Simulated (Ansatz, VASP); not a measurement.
SnO2 in VASP and in Ansatz

```xyz
3
Lattice="3.2278 0.0000 0.0000 -1.6139 2.7954 0.0000 0.0000 0.0000 5.4899" Properties=species:S:1:pos:R:3 pbc="T T T"
Sn    0.0000    0.0000    0.0000
O     0.0000    1.8636    1.0117
O     1.6139    0.9318    4.4782
```

Alike in both runs: functional PBE; k mesh 12 × 12 × 6; occupations gaussian, width 0.02 eV; no spin polarisation.

Ansatz relaxed the structure, and its values are those at the end. VASP's run is a single point on that final structure, the one shown.

```csv
,VASP,Ansatz
version,VASP 6.6.1,Ansatz 0.2.0
potentials or method,"VASP PAW PBE potentials, release 64 (Sn_d, O), cutoff 520 eV","scalar-relativistic, plane waves, PAW"
valence electrons in the cell,26,26
```

Ansatz gave:

| Property | Result |
| --- | --- |
| gap on the k mesh at the Fermi level (eV) | 2.30 |
| least direct gap on the mesh (eV) | 2.63 |
| pressure (GPa) | 0.0 |
| rms of the force components (eV/Å) | 0.000 |

**Question.** Which values does VASP return?

**Answer.** gap on the k mesh at the Fermi level (eV): 2.28; least direct gap on the mesh (eV): 2.61; pressure (GPa): 0.5; rms of the force components (eV/Å): 0.023.

The functional is the same, so the differences come from potentials, cutoffs and numerics.
